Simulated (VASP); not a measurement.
GaN: single point with r2SCANh

GaN:

```
CELL_PARAMETERS angstrom
0.00000 2.25350 2.25350
2.25350 0.00000 2.25350
2.25350 2.25350 0.00000
ATOMIC_POSITIONS crystal
Ga 0.00000 0.00000 0.00000
N 0.25000 0.25000 0.25000
```

```
Program             : VASP 6.6.1
Task                : single point
Functional          : r2SCANh
Potentials or basis : VASP PAW PBE potentials, release 64 (Ga_d, N)
Cutoff              : 520 eV
k mesh              : 5 × 5 × 5
Occupations         : gaussian, width 0.05 eV
Spin                : non-collinear spin, zero start, spin-orbit coupling
Starting moments    : [[0.0, 0.0, 0.0], [0.0, 0.0, 0.0]] μB
```

The pressure is -1.8 GPa. The net moment is 0.00 μB per cell and the valence electrons inside the program's atomic spheres are Ga 11.82; N 3.78.

Moments on the atoms (μB; x, y, z):
```
Ga  0.00 0.00 0.00
N   0.00 0.00 0.00
```

Run time: 2.2 h on 1 thread of Oxide Virtual Turin-like Processor, with other jobs on the host, peak memory 0.2 GiB.

Caveat: the k points lie up to 0.48 Å⁻¹ apart; the PAW data sets were made with another functional, which shifts forces and pressure a little.
